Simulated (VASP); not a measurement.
# SiO2 (P6_322) in VASP: a series of runs

SiO2 is run at these levels: r2SCAN; tasks: single point.

Everything below comes from runs of VASP 6.6.1. Logs are shortened: lines on timing, memory, paths and dates and some standing lists are left out, and cuts for length are marked.

## 1. The cell of the first run

It takes space group P6_322 (No. 182, hexagonal). The conventional cell has a = 4.739 Å, b = 4.739 Å, c = 8.511 Å, α = 90.00°, β = 90.00°, γ = 120.00°. Si (site symmetry 3) has 4 O at 1.59 to 1.60 Å within 2.1 Å. O (site symmetry 2) has 2 Si at 1.60 Å within 2.1 Å. Within 2.1 Å of O (site symmetry 32) lie 2 Si at 1.59 Å.

## 2. Single point, r2SCAN (13.80 Å³/atom)

POSCAR reads:

```
SiO2
1.0
    4.7393579786      0.0000000000      0.0000000000
   -2.3696789893      4.1044044071      0.0000000000
    0.0000000000      0.0000000000      8.5105847164
Si O
4 8
Direct
    0.6666666667      0.3333333333      0.9363047147
    0.6666666667      0.3333333333      0.5636952853
    0.3333333333      0.6666666667      0.0636952853
    0.3333333333      0.6666666667      0.4363047147
    0.0000000000      0.3649685274      0.0000000000
    0.3649685274      0.3649685274      0.5000000000
    0.6350314726      0.0000000000      0.5000000000
    0.6350314726      0.6350314726      0.0000000000
    0.0000000000      0.6350314726      0.5000000000
    0.6666666667      0.3333333333      0.7500000000
    0.3333333333      0.6666666667      0.2500000000
    0.3649685274      0.0000000000      0.0000000000
```

INCAR.step1 reads:

```
ALGO = Normal
EDIFF = 1E-4
ENCUT = 520
GGA = PE
ISMEAR = 0
LASPH = T
LCHARG = F
LREAL = F
LWAVE = T
NBANDS = 44
NELM = 60
PREC = Accurate
SIGMA = 0.02
```

INCAR.step2 reads:

```
ALGO = Normal
EDIFF = 1E-7
ENCUT = 520
ISIF = 2
ISMEAR = 0
ISTART = 1
LASPH = T
LCHARG = F
LMIXTAU = T
LREAL = F
LWAVE = F
METAGGA = R2SCAN
NBANDS = 44
NELM = 60
PREC = Accurate
SIGMA = 0.02
```

KPOINTS reads:

```
k-points
0
Gamma
  6 6 4
```

Potentials or basis: VASP PAW PBE potentials, release 64 (Si, O).

Launch:

```console
$ cat potpaw_PBE.64/Si/POTCAR potpaw_PBE.64/O/POTCAR > POTCAR
$ cp INCAR.step1 INCAR
$ mpirun -np 1 vasp_std > vasp.out
$ cp INCAR.step2 INCAR
$ mpirun -np 1 vasp_std > vasp.out
```

OUTCAR:

```text
EDIFF = 1E-7
   ENCUT = 520
   ISIF = 2
   ISMEAR = 0
   ISTART = 1
   LASPH = T
   LREAL = F
   METAGGA = R2SCAN
   NELM = 60
   PREC = Accurate

 ion  position               nearest neighbor table
   1  0.667  0.333  0.936-  10 1.59   5 1.60  12 1.60   8 1.60   3 2.94   3 2.94   3 2.94
   2  0.667  0.333  0.564-  10 1.59   7 1.60   9 1.60   6 1.60   4 2.94   4 2.94   4 2.94
   3  0.333  0.667  0.064-  11 1.59  12 1.60   5 1.60   8 1.60   1 2.94   1 2.94   1 2.94
   4  0.333  0.667  0.436-  11 1.59   9 1.60   7 1.60   6 1.60   2 2.94   2 2.94   2 2.94
   5  0.000  0.365  0.000-   1 1.60   3 1.60
   6  0.365  0.365  0.500-   2 1.60   4 1.60
   7  0.635  0.000  0.500-   2 1.60   4 1.60
   8  0.635  0.635  0.000-   3 1.60   1 1.60
   9  0.000  0.635  0.500-   4 1.60   2 1.60
  10  0.667  0.333  0.750-   1 1.59   2 1.59
  11  0.333  0.667  0.250-   3 1.59   4 1.59
  12  0.365  0.000  0.000-   3 1.60   1 1.60

  LATTYP: Found a hexagonal cell.
 ALAT       =     4.7393579786
 C/A-ratio  =     1.7957252343

  Lattice vectors:

 A1 = (   4.7393579786,   0.0000000000,   0.0000000000)
 A2 = (  -2.3696789893,   4.1044044071,   0.0000000000)
 A3 = (   0.0000000000,   0.0000000000,   8.5105847164)

Analysis of symmetry for initial positions (statically):
=====================================================================
 Subroutine PRICEL returns:
 Original cell was already a primitive cell.

 Routine SETGRP: Setting up the symmetry group for a
 hexagonal supercell.

 Subroutine GETGRP returns: Found 12 space group operations
 (whereof  6 operations were pure point group operations)
 out of a pool of 24 trial point group operations.

The static configuration has the point symmetry D_3 .
 The point group associated with its full space group is D_6 .

Analysis of symmetry for dynamics (positions and initial velocities):
=====================================================================
 Subroutine PRICEL returns:
 Original cell was already a primitive cell.

 Routine SETGRP: Setting up the symmetry group for a
 hexagonal supercell.

 Subroutine GETGRP returns: Found 12 space group operations
 (whereof  6 operations were pure point group operations)
 out of a pool of 24 trial point group operations.
[... 124 lines left out ...]
   ISIF   =      2    stress and relaxation
   ISYM   =      2    0-nonsym 1-usesym 2-fastsym
   POTIM  = 0.5000    time-step for ionic-motion
   TEBEG  =    0.0;   TEEND  =   0.0 temperature during run
   PSTRESS=    0.0 pullay stress
   NELECT =      64.0000    total number of electrons
   NUPDOWN=      -1.0000    fix difference up-down
   EMIN   =  10.00;   EMAX   =-10.00  energy-range for DOS
   EFERMI =   0.00;   METHOD = LEGACY
   ISMEAR =     0;   SIGMA  =   0.02  broadening in eV -4-tet -1-fermi 0-gaus
   EFERMI_NEDOS =   21; number of points for ismear=-14 and -15
   IALGO  =     38    algorithm
   IMIX   =      4    mixing-type and parameters
     AMIX     =   0.40;   BMIX     =  1.00
     AMIX_MAG =   1.60;   BMIX_MAG =  1.00
  volume/ion in A,a.u.               =      13.80        93.10
  Fermi-wavevector in a.u.,A,eV,Ry     =   1.192592  2.253672 19.351227  1.422275
  Thomas-Fermi vector in A             =   2.328626
   LORBIT       =      0    0 simple, 1 ext, 2 COOP (PROOUT), +10 PAW based schemes
   METAGGA = R2SCAN    functional components
   LHFCALC =     F    Hartree Fock is set to
   AEXX    =    0.0000 exact exchange contribution
   IVDW    =     0    specifies the selected vdW correction
   LEPSILON=     F    determine dielectric tensor
   LRPA    =     F    only Hartree local field effects (RPA)
 non-spin polarized calculation
 Gauss-broadening in eV      SIGMA  =   0.02
  energy-cutoff  :      520.00
  volume of cell :      165.55
 maximum number of plane-waves:      4488
 NGX is ok and might be reduce to    36
   NGX = 17   NGY = 17   NGZ = 31

 number of electron      63.9999955 magnetization

 Free energy of the ion-electron system (eV)
  ---------------------------------------------------
  ext. energy  EPLUGINS =         0.00000000
  ---------------------------------------------------
  free energy    TOTEN  =      -118.68683116 eV

  energy without entropy =     -118.68683116  energy(sigma->0) =     -118.68683116

 E-fermi :   0.1577     XC(G=0):  -9.0061

 val. band max:        0.0451179908   @ k =   0.0000   0.0000   0.2500
 cond. band min:       6.3691967811   @ k =   0.0000   0.0000   0.0000
 fundamental gap:      6.3240787904
 Fermi energy:         0.1577342704

 k-point     1 :       0.0000    0.0000    0.0000
  band No.  band energies     occupation
      1     -20.7089      2.00000
      2     -20.3055      2.00000
      3     -19.1957      2.00000
      4     -18.5639      2.00000
      5     -18.4421      2.00000
      6     -18.4421      2.00000
[... 976 lines left out ...]
     43      11.7859      0.00000
     44      11.7859      0.00000

------------------------ aborting loop because EDIFF is reached ----------------------------------------

  FORCE on cell =-STRESS in cart. coord.  units (eV):
  Direction    XX          YY          ZZ          XY          YZ          ZX
  --------------------------------------------------------------------------------------
  -------------------------------------------------------------------------------------
  Total        6.7033881      6.7033881      6.5715709      0.0000000      0.0000000     -0.0000000
  in kB       64.8747789     64.8747789     63.5990638      0.0000000      0.0000000     -0.0000000
  external PRESSURE =      64.4495405 kB  Pullay stress =       0.0000000 kB

 VOLUME and BASIS-vectors are now :
 -----------------------------------------------------------------------------
  energy-cutoff  :      520.00
  volume of cell :      165.55
      direct lattice vectors                 reciprocal lattice vectors
     4.739357979  0.000000000  0.000000000     0.210999043  0.121820355  0.000000000
    -2.369678989  4.104404407  0.000000000     0.000000000  0.243640709  0.000000000
     0.000000000  0.000000000  8.510584716     0.000000000  0.000000000  0.117500740

 POSITION                                       TOTAL-FORCE (eV/Angst)
 -----------------------------------------------------------------------------------
      2.36968      1.36813      7.96850         0.000000     -0.000000     -0.042047
      2.36968      1.36813      4.79738         0.000000     -0.000000      0.042047
     -0.00000      2.73627      0.54208         0.000000     -0.000000      0.042047
     -0.00000      2.73627      3.71321         0.000000     -0.000000     -0.042047
     -0.86486      1.49798      0.00000         0.003634     -0.006295     -0.000000
      0.86486      1.49798      4.25529        -0.003634     -0.006295     -0.000000
      3.00964      0.00000      4.25529         0.007269     -0.000000     -0.000000
      1.50482      2.60643      0.00000         0.003634      0.006295     -0.000000
     -1.50482      2.60643      4.25529        -0.003634      0.006295     -0.000000
      2.36968      1.36813      6.38294         0.000000     -0.000000     -0.000000
     -0.00000      2.73627      2.12765         0.000000     -0.000000     -0.000000
      1.72972      0.00000      0.00000        -0.007269     -0.000000     -0.000000
 -----------------------------------------------------------------------------------
    total drift:                                0.000000     -0.000000      0.000000

  FREE ENERGIE OF THE ION-ELECTRON SYSTEM (eV)
  ---------------------------------------------------
  free  energy   TOTEN  =      -118.6868311566 eV

  energy  without entropy=     -118.6868311566  energy(sigma->0) =     -118.68683116
```

OUTCAR.step1:

```text
EDIFF = 1E-4
   ENCUT = 520
   GGA = PE
   ISMEAR = 0
[... 1245 lines left out ...]
     -1.50482      2.60643      4.25529        -0.183106      0.317149     -0.000000
      2.36968      1.36813      6.38294         0.000000      0.000000     -0.000000
     -0.00000      2.73627      2.12765         0.000000      0.000000      0.000000
      1.72972      0.00000      0.00000        -0.366212      0.000000     -0.000000
 -----------------------------------------------------------------------------------
    total drift:                                0.000000     -0.000000      0.000000

  FREE ENERGIE OF THE ION-ELECTRON SYSTEM (eV)
  ---------------------------------------------------
  free  energy   TOTEN  =       -94.2345599848 eV

  energy  without entropy=      -94.2345599848  energy(sigma->0) =      -94.23455998
```

OSZICAR.step1:

```text
N       E                     dE             d eps       ncg     rms          rms(c)
DAV:   1     0.406783895587E+03    0.40678E+03   -0.33219E+04  1848   0.133E+03
DAV:   2    -0.766988158876E+02   -0.48348E+03   -0.46823E+03  2352   0.316E+02
DAV:   3    -0.107030655542E+03   -0.30332E+02   -0.30185E+02  2256   0.834E+01
DAV:   4    -0.107427576387E+03   -0.39692E+00   -0.39613E+00  2304   0.105E+01
DAV:   5    -0.107434752600E+03   -0.71762E-02   -0.71723E-02  2248   0.138E+00    0.304E+01
DAV:   6    -0.942869200570E+02    0.13148E+02   -0.49001E+01  2172   0.325E+01    0.145E+01
DAV:   7    -0.942481354871E+02    0.38785E-01   -0.16257E+00  2184   0.523E+00    0.517E+00
DAV:   8    -0.942232041155E+02    0.24931E-01   -0.90846E-02  2224   0.181E+00    0.203E+00
DAV:   9    -0.942312113862E+02   -0.80073E-02   -0.46339E-02  2024   0.122E+00    0.343E-01
DAV:  10    -0.942344729427E+02   -0.32616E-02   -0.40800E-03  2012   0.312E-01    0.106E-01
DAV:  11    -0.942345599848E+02   -0.87042E-04   -0.78637E-04  2076   0.156E-01
   1 F= -.94234560E+02 E0= -.94234560E+02  d E =-.770205E-27
```

It took 17 min on 1 thread of AMD EPYC 7R43 (Zen 3), shared host; peak memory 0.31 GiB.

What came out:

| Item | Value |
| --- | --- |
| Free energy | -118.6868 eV |
| Pressure | 6.4 GPa |
| Largest force | 0.042 eV/Å |
| Band gap on the k mesh | 6.32 eV (least direct gap 6.46 eV) |

Forces in eV/Å, atoms in the order of the input:
```
Si   0.000  0.000 -0.042
Si   0.000  0.000  0.042
Si   0.000  0.000  0.042
Si   0.000  0.000 -0.042
O    0.004 -0.006  0.000
O   -0.004 -0.006  0.000
O    0.007  0.000  0.000
O    0.004  0.006  0.000
O   -0.004  0.006  0.000
O    0.000  0.000  0.000
O    0.000  0.000  0.000
O   -0.007  0.000  0.000
```

Caveat: the cell stands under pressure; the PAW data sets were made with another functional, which shifts forces and pressure a little.

(Part 1 of 2 ends here.)
